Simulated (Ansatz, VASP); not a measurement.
## LiMg: VASP beside Ansatz

Contents of INCAR:

```
ALGO = Normal
EDIFF = 1E-6
ENCUT = 750
GGA_COMPAT = False
ISIF = 2
ISMEAR = 0
LASPH = True
LCHARG = True
LELF = True
LREAL = False
LVHAR = True
LWAVE = False
NBANDS = 10
NELM = 120
PREC = Accurate
SIGMA = 0.1
```

KPOINTS

```
k-points
0
Gamma
  6 6 4
```

POSCAR

```
LiMg
1.0
    1.7246181000     -2.4619485100      0.0000000000
    1.7246181000      2.4619485100      0.0000000000
    0.0000000000      0.0000000000      4.8884131000
Li Mg
1 1
Direct
    0.0000000000      0.0000000000      0.0000000000
    0.5000000000      0.5000000000      0.5000000000
```

Input for Ansatz:

```yaml
crystal:
  lattice:
    - [1.7246181, -2.46194851, 0.0]
    - [1.7246181, 2.46194851, 0.0]
    - [0.0, 0.0, 4.8884131]
  atoms:
    - { symbol: Li, position: [0.0, 0.0, 0.0] }
    - { symbol: Mg, position: [0.5, 0.5, 0.5] }
basis:
  ecutwfc: 420
kpoints:
  mp_grid: { grid: [6, 6, 4] }
hamiltonian:
  xc: lda
scf:
  occupations: { method: gaussian, width: 0.1 }
output:
  forces: true
  stress: true
  eigenvalues: true
```

Alike in both runs: task single point; functional LDA; k mesh 6 × 6 × 4; occupations gaussian, width 0.1 eV; no spin polarisation.

|  | VASP | Ansatz |
| --- | --- | --- |
| version | VASP 6.6.1 | Ansatz 0.2.0 |
| potentials or method | VASP PAW LDA potentials, release 64 (Li_sv, Mg), cutoff 750 eV | scalar-relativistic, plane waves, PAW |
| valence electrons in the cell | 5 | 13 |

```tsv
	VASP	Ansatz	Ansatz less VASP
gap on the k mesh at the Fermi level (eV)	none	none	-
pressure (GPa)	-1.3	-1.1	+0.21
traceless stress, the component that is largest in VASP (GPa)	0.53	0.51	-0.016
```

LDA's correlation is that of Perdew and Zunger in VASP and of Perdew and Wang (1992) in Ansatz. A gap of «none» marks a metal or a gap that the smearing closes. VASP's potentials hold 5 valence electrons a cell and Ansatz's 13, so a difference there can come from the potentials and not from the codes.

The k mesh is coarse, so the values compare programs but aren't converged.
